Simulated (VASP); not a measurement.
A run of VASP 6.6.1 is set up as follows.

Contents of POSCAR:

```
Mg3Sb2
1.0
    4.4781831927      0.0000000029      0.0000000000
   -2.2390915988      3.8782204062      0.0000000000
    0.0000000000      0.0000000000      7.0970030500
Mg Sb
3 2
Direct
    0.3333333333      0.6666666667      0.6328615674
    0.6666666667      0.3333333333      0.3671384326
    0.0000000000      0.0000000000      0.0000000000
    0.3333333333      0.6666666667      0.2256382877
    0.6666666667      0.3333333333      0.7743617123
```

INCAR.step1

```
ALGO = Normal ; EDIFF = 1E-5
ENCUT = 660 ; GGA = PE
GGA_COMPAT = F ; ISMEAR = -1
LASPH = T ; LCHARG = F
LREAL = F ; LWAVE = T
NBANDS = 16 ; NELM = 120
PREC = Accurate ; SIGMA = 0.02
```

File INCAR.step2:

```
ALGO = Normal ; EDIFF = 1E-6
ENCUT = 660 ; GGA_COMPAT = F
ISIF = 2 ; ISMEAR = -1
ISTART = 1 ; LASPH = T
LCHARG = F ; LMIXTAU = T
LREAL = F ; LWAVE = F
METAGGA = R2SCAN ; NBANDS = 16
NELM = 120 ; PREC = Accurate
SIGMA = 0.02
```

KPOINTS

```
k-points
0
Gamma
  6 6 4
```

Potentials or basis: VASP PAW PBE potentials, release 64 (Mg, Sb).

Launch:

```bash
$ cat potpaw_PBE.64/Mg/POTCAR potpaw_PBE.64/Sb/POTCAR > POTCAR
$ cp INCAR.step1 INCAR
$ mpirun -np 1 vasp_std > vasp.out
$ cp INCAR.step2 INCAR
$ mpirun -np 1 vasp_std > vasp.out
```

(1) Estimate the pressure.

(2) Estimate the largest force.

(3) What does it give for the band gap on the k mesh?

## Answers

(1) 3.2 GPa.

(2) 0.014 eV/Å.

(3) 0.48 eV (least direct gap 1.78 eV).

Caveat: the cell stands under pressure; the PAW data sets were made with another functional, which shifts forces and pressure a little; spin-orbit coupling is left out, which moves the levels of the heavy elements.
